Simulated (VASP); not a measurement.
Wanted: the native input for a VASP 6.6.1 run.

| Property | Result |
| --- | --- |
| Task | single point |
| Functional | PBEsol |
| Potentials or basis | VASP PAW PBE potentials, release 64 (Ca_sv, S) |
| Cutoff | 500 eV |
| k mesh | 8 × 8 × 8 |
| Occupations | gaussian, width 0.01 eV |
| Spin | no spin polarisation |
| Dipole correction | no |
| Further INCAR settings | ALGO = Normal; EDIFF = 1e-06; NBANDS = 15 |

The structure of CaS (Oldhamite) lies in POSCAR:

```
CaS
1.0
    2.6605877208      2.6605877208      0.0000000000
   -2.6605877208      2.6605877208      0.0000000000
    0.0000000000      2.6605877208      2.6605877208
Ca S
1 1
Direct
    0.0000000000      0.0000000000      0.0000000000
    0.5000000000      0.5000000000      0.0000000000
```

The input as run:

INCAR

```
SYSTEM = CaS
ALGO = Normal
EDIFF = 1E-6
ENCUT = 500
GGA = PS
GGA_COMPAT = .False.
ISIF = 2
ISMEAR = 0
LASPH = .True.
LCHARG = .False.
LREAL = .False.
LWAVE = .False.
NBANDS = 15
NELM = 120
PREC = Accurate
SIGMA = 0.01
```

KPOINTS

```
k-points
0
Gamma
  8 8 8
  0 0 0
```

Potentials or basis: VASP PAW PBE potentials, release 64 (Ca_sv, S).

Launch:

```bash
$ cat potpaw_PBE.64/Ca_sv/POTCAR potpaw_PBE.64/S/POTCAR > POTCAR
$ mpirun -np 1 vasp_std > vasp.out
```

It gave:

The pressure is 15.4 GPa. The band gap on the k mesh is 1.60 eV, indirect (least direct gap 2.55 eV).

Caveat: the PAW data sets were made with another functional, which shifts forces and pressure a little.

It used 24 s of CPU time on 1 thread of AMD EPYC 7R13 Processor (Zen 3), with other jobs on the host.
